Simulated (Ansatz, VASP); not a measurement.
## TiO2 in VASP and in Ansatz

The input POSCAR:

```
TiO2
1.0
    2.7060340000     -2.7066550000      0.0000000000
    2.7060340000      2.7066550000      0.0000000000
   -2.6335310000      0.0000000000      4.7966370000
Ti O
2 4
Direct
    0.1341100000      0.8658900000      0.2500000000
    0.8658900000      0.1341100000      0.7500000000
    0.3312210000      0.0887550000      0.6671490000
    0.6687790000      0.9112450000      0.3328510000
    0.9112450000      0.6687790000      0.8328510000
    0.0887550000      0.3312210000      0.1671490000
```

INCAR.step1

```
SYSTEM = TiO2
  PREC = Accurate
  ENCUT = 520
  ISMEAR = 0
  SIGMA = 0.02
  LREAL = .FALSE.
  LASPH = .TRUE.
  NELM = 150
  LMAXMIX = 4
  LDAU = .TRUE.
  LDAUTYPE = 2
  LDAUL = 2 -1
  LDAUU = 4 0
  LDAUJ = 0 0
  NBANDS = 33
  GGA = PE
  ALGO = Normal
  EDIFF = 1E-4
  LWAVE = .TRUE.
  LCHARG = .FALSE.
```

INCAR.step2

```
SYSTEM = TiO2
  PREC = Accurate
  ENCUT = 520
  EDIFF = 1E-6
  ISMEAR = 0
  SIGMA = 0.02
  LREAL = .FALSE.
  LASPH = .TRUE.
  NELM = 150
  ALGO = Normal
  ISIF = 2
  LWAVE = .FALSE.
  LCHARG = .FALSE.
  LMAXMIX = 4
  LDAU = .TRUE.
  LDAUTYPE = 2
  LDAUL = 2 -1
  LDAUU = 4 0
  LDAUJ = 0 0
  LDAUPRINT = 1
  METAGGA = R2SCAN
  LMIXTAU = .TRUE.
  NBANDS = 33
  ISTART = 1
```

File KPOINTS:

```
Automatic mesh
0
G
  6 6 6
  0 0 0
```

Input for Ansatz:

```yaml
crystal:
  lattice:
    - [2.706034, -2.706655, 0.0]
    - [2.706034, 2.706655, 0.0]
    - [-2.633531, 0.0, 4.796637]
  atoms:
    - { symbol: Ti, position: [0.13411, 0.86589, 0.25] }
    - { symbol: Ti, position: [0.86589, 0.13411, 0.75] }
    - { symbol: O, position: [0.331221, 0.088755, 0.667149] }
    - { symbol: O, position: [0.668779, 0.911245, 0.332851] }
    - { symbol: O, position: [0.911245, 0.668779, 0.832851] }
    - { symbol: O, position: [0.088755, 0.331221, 0.167149] }
basis:
  ecutwfc: 500
kpoints:
  mp_grid: { grid: [6, 6, 6] }
hamiltonian:
  xc: r2scan
  hubbard: { sites: [{ species: Ti, l: d, u_eff: 4.0 }] }
scf:
  occupations: { method: gaussian, width: 0.02 }
output:
  forces: true
  stress: true
  eigenvalues: true
  populations: true
  write_density: true
  write_potential: true
  elf: true
  volumetric_format: npy
```

Alike in both runs: task single point; functional r2SCAN; k mesh 6 × 6 × 6; occupations gaussian, width 0.02 eV; no spin polarisation; Hubbard terms Ti d U = 4.0 eV.

|  | VASP | Ansatz |
| --- | --- | --- |
| version | VASP 6.6.1 | Ansatz 0.2.0 |
| potentials or method | VASP PAW PBE potentials, release 64 (Ti_sv, O), cutoff 520 eV | scalar-relativistic, plane waves, PAW |
| valence electrons in the cell | 48 | 48 |

```csv
,VASP,Ansatz,Ansatz less VASP
gap on the k mesh at the Fermi level (eV),3.09,3.01,-0.080
least direct gap on the mesh (eV),3.48,3.38,-0.094
pressure (GPa),1.7,-3.1,-4.75
"traceless stress, the component that is largest in VASP (GPa)",-0.99,-0.30,+0.693
rms of the force components (eV/Å),0.118,0.134,+0.0151
```

VASP's potentials were made for PBE, not for r2SCAN. The programs project onto different local orbitals, so the same U acts differently, and such runs can settle in different states. Atom by atom the forces differ by 0.102 eV/Å (rms over components).
